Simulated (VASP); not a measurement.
**Pb: single point with PBEsol**

Crystal: Pb.

```
CELL_PARAMETERS angstrom
3.52437 0.00000 0.00000
-1.76218 3.05219 0.00000
0.00000 0.00000 11.03543
ATOMIC_POSITIONS crystal
Pb 0.66667 0.33333 0.75000
Pb 0.00000 0.00000 0.50000
Pb 0.33333 0.66667 0.25000
Pb 0.00000 0.00000 0.00000
```

| Item | Value |
| --- | --- |
| Program | VASP 6.6.1 |
| Task | single point |
| Functional | PBEsol |
| Potentials or basis | VASP PAW PBE potentials, release 64 (Pb_d) |
| Cutoff | 520 eV |
| k mesh | 7 × 7 × 2 |
| Occupations | fermi-dirac, width 0.05 eV |
| Spin | no spin polarisation |
| Dipole correction | no |
| Further INCAR settings | ALGO = Normal; EDIFF = 1e-07; NBANDS = 36 |

```json
{"Pressure": "0.5 GPa", "Band gap on the k mesh": "zero (band 28 reaches 12.75 eV, above the bottom of band 29 at 5.96 eV)"}
```

Stress tensor (GPa, compression positive):
```
0.06 0.00 0.00
0.00 0.06 0.00
0.00 0.00 1.45
```

Levels at points of the mesh, in eV from the Fermi level:
```tsv
k point	band 26	band 27	band 28	band 29	band 30	band 31
(0.00, 0.00, 0.00)	1.13	1.15	5.06	5.06	5.97	5.97
(0.00, 0.00, 0.50)	-2.44	5.26	5.26	5.32	5.32	5.32
```

Wall time 50 s on 1 thread of Intel(R) Xeon(R) Platinum 8375C CPU @ 2.90GHz (Ice Lake) (shared host), peak memory 0.25 GiB.

Caveat: the PAW data sets were made with another functional, which shifts forces and pressure a little; spin-orbit coupling is left out, which moves the levels of the heavy elements.
